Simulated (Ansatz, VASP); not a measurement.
# EuO: VASP beside Ansatz

Contents of INCAR:

```
SYSTEM = EuO
  ALGO = Normal
  EDIFF = 1E-6
  ENCUT = 600
  GGA = PE
  GGA_COMPAT = .False.
  ISIF = 2
  ISMEAR = 1
  ISPIN = 2
  LASPH = .True.
  LCHARG = .True.
  LELF = .True.
  LMAXMIX = 6
  LORBIT = 11
  LREAL = .False.
  LVHAR = .True.
  LWAVE = .False.
  MAGMOM = 4.9 0
  NBANDS = 22
  NELM = 200
  PREC = Accurate
  SIGMA = 0.1
```

The input KPOINTS:

```
k-points
0
Gamma
  8 8 8
  0 0 0
```

Contents of POSCAR:

```
EuO
1.0
    0.0000000000      2.5719500000      2.5719500000
    2.5719500000      0.0000000000      2.5719500000
    2.5719500000      2.5719500000      0.0000000000
Eu O
1 1
Direct
    0.0000000000      0.0000000000      0.0000000000
    0.5000000000      0.5000000000      0.5000000000
```

Input for Ansatz:

```yaml
crystal:
  lattice:
    - [0.0, 2.57195, 2.57195]
    - [2.57195, 0.0, 2.57195]
    - [2.57195, 2.57195, 0.0]
  atoms:
    - { symbol: Eu, position: [0.0, 0.0, 0.0] }
    - { symbol: O, position: [0.5, 0.5, 0.5] }
basis:
  ecutwfc: 450.0
kpoints:
  mp_grid:
    grid: [8, 8, 8]
hamiltonian:
  xc: pbe
magnetization:
  spin_polarized: true
  per_species:
    Eu: 4.9
scf:
  convergence:
    dr2_threshold: 1.0e-07
  occupations:
    method: methfessel_paxton
    width: 0.1
output:
  forces: true
  stress: true
```

Alike in both runs: task single point; functional PBE; k mesh 8 × 8 × 8; occupations methfessel-paxton of order 1, width 0.1 eV; collinear spin.

|  | VASP | Ansatz |
| --- | --- | --- |
| version | VASP 6.6.1 | Ansatz 0.2.0 |
| potentials or method | VASP PAW PBE potentials, release 64 (Eu, O), cutoff 600 eV | plane waves, PAW |
| valence electrons in the cell | 23 | 23 |

|  | VASP | Ansatz | Ansatz less VASP |
| --- | --- | --- | --- |
| pressure (GPa) | -4.4 | -4.1 | +0.35 |
| net moment per atom (μB) | 3.49 | 3.49 | +0.002 |
| size of the moment on the site where the two differ most (μB) | 6.60 | 6.63 | +0.028 |

Site moments also hang on the region over which each program counts them. Ansatz's warnings: given moment on shells, stability check not made, stress scf threshold loose.

Neither program's run includes spin-orbit coupling.
